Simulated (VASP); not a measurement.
## Co: single point with PBE

Co, a slab with vacuum:

```
Co
1.0
     2.49304    0.00000    0.00000
    -1.24652    2.15904    0.00000
     0.00000    0.00000   20.03690
Co
3
Direct
  0.00000 0.00000 0.39926
  0.33333 0.66667 0.50000
  0.00000 0.00000 0.60074
```

```json
{
  "Program": "VASP 6.6.1",
  "Task": "single point",
  "Functional": "PBE",
  "Potentials or basis": "VASP PAW PBE potentials, release 64 (Co)",
  "Cutoff": "520 eV",
  "k mesh": "15 × 15 × 1",
  "Occupations": "fermi-dirac, width 0.1 eV",
  "Spin": "collinear spin, ferromagnetic start",
  "Starting moments": "[1.7, 1.7, 1.7] μB",
  "Dipole correction": "yes",
  "k mesh for the DOS": "23 × 23 × 1",
  "Occupations for the DOS": "tetrahedron",
  "Further INCAR settings": "ALGO = Normal; EDIFF = 1e-07; NBANDS = 24"
}
```

```json
{
  "Net moment": "5.09 μB per cell",
  "Site moments": "Co +1.74, +1.67 (each value once) μB",
  "Valence electrons inside the program's atomic spheres": "Co 8.10, 8.27 (each value once)"
}
```

Levels at points of the mesh, in eV from the Fermi level:
Spin up:
```csv
k point,band 12,band 13,band 14,band 15,band 16,band 17,band 18,band 19,band 20,band 21
"(0.00, 0.00, 0.00)",-1.72,-1.72,-1.18,-1.18,-1.18,-0.97,-0.97,0.24,4.56,4.97
```
Spin down:
| k point | band 9 | band 10 | band 11 | band 12 | band 13 | band 14 |
| --- | --- | --- | --- | --- | --- | --- |
| (0.00, 0.00, 0.00) | -0.81 | -0.61 | -0.61 | -0.51 | 0.23 | 0.23 |

Wall time 3.6 min on 1 thread of AMD EPYC 9R45 (Zen 5) (shared host), peak memory 0.36 GiB.
